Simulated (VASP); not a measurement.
## Pt: relaxation of cell and atoms with PBE

Pt:

```
Pt
1.0
     2.55000    0.00000    0.00000
     0.00000    2.55000    0.00000
     0.00000    0.00000    2.55000
Pt
1
Cartesian
  0.0000 0.0000 0.0000
```

```json
{"Program": "VASP 6.6.1", "Task": "relaxation of cell and atoms", "Functional": "PBE", "Potentials or basis": "VASP PAW PBE potentials, release 64 (Pt)", "Cutoff": "600 eV", "k mesh": "16 × 16 × 16", "Occupations": "methfessel-paxton, width 0.05 eV", "Spin": "no spin polarisation", "Dipole correction": "no", "Further INCAR settings": "ALGO = Normal; EDIFF = 1e-07; IBRION = 2; EDIFFG = -0.01; NSW = 80; ISIF = 3"}
```

The relaxed volume is 18.01 Å³/atom, the relaxed cell is a = 2.621 Å, b = 2.621 Å, c = 2.621 Å, α = 90.00°, β = 90.00°, γ = 90.00° and the space group after relaxing (to 0.05 Å) is Pm-3m (No. 221). The energy gained by relaxing is 80.7 meV/atom and the ionic steps are 5. The pressure after relaxing is 0.1 GPa. The band gap on the k mesh is zero (band 5 reaches 10.28 eV, above the bottom of band 6 at 7.17 eV).

Step by step:
| step | energy change (eV) | largest force (eV/Å) | pressure (GPa) | volume (Å³) |
| --- | --- | --- | --- | --- |
| 1 | 0.0000 | 0.0000 | 19.73 | 16.58 |
| 2 | 0.2479 | 0.0000 | -21.30 | 21.98 |
| 3 | -0.0802 | 0.0000 | -1.24 | 18.14 |
| 4 | -0.0807 | 0.0000 | -0.22 | 18.04 |
| 5 | -0.0807 | 0.0000 | 0.08 | 18.01 |

Final structure:
```
CELL_PARAMETERS angstrom
2.62101 0.00000 0.00000
0.00000 2.62101 0.00000
0.00000 0.00000 2.62101
ATOMIC_POSITIONS crystal
Pt 0.00000 0.00000 0.00000
```

Levels at points of the mesh, in eV from the Fermi level:
| k point | band 3 | band 4 | band 5 | band 6 | band 7 | band 8 |
| --- | --- | --- | --- | --- | --- | --- |
| (0.00, 0.00, 0.00) | -5.67 | 0.27 | 0.27 | 0.27 | 15.18 | 15.18 |
| (0.50, 0.00, 0.00) | -1.87 | -1.87 | -0.50 | 0.47 | 4.41 | 16.49 |
| (0.50, 0.50, 0.00) | -1.48 | -1.48 | 1.88 | 4.46 | 4.46 | 9.47 |
| (0.50, 0.50, 0.50) | -4.83 | 2.02 | 2.02 | 9.98 | 9.98 | 9.98 |

Wall time 34 s on 1 thread of Intel(R) Xeon(R) 6975P-C (Granite Rapids) (shared host), peak memory 0.15 GiB.

Caveat: spin-orbit coupling is left out, which moves the levels of the heavy elements.
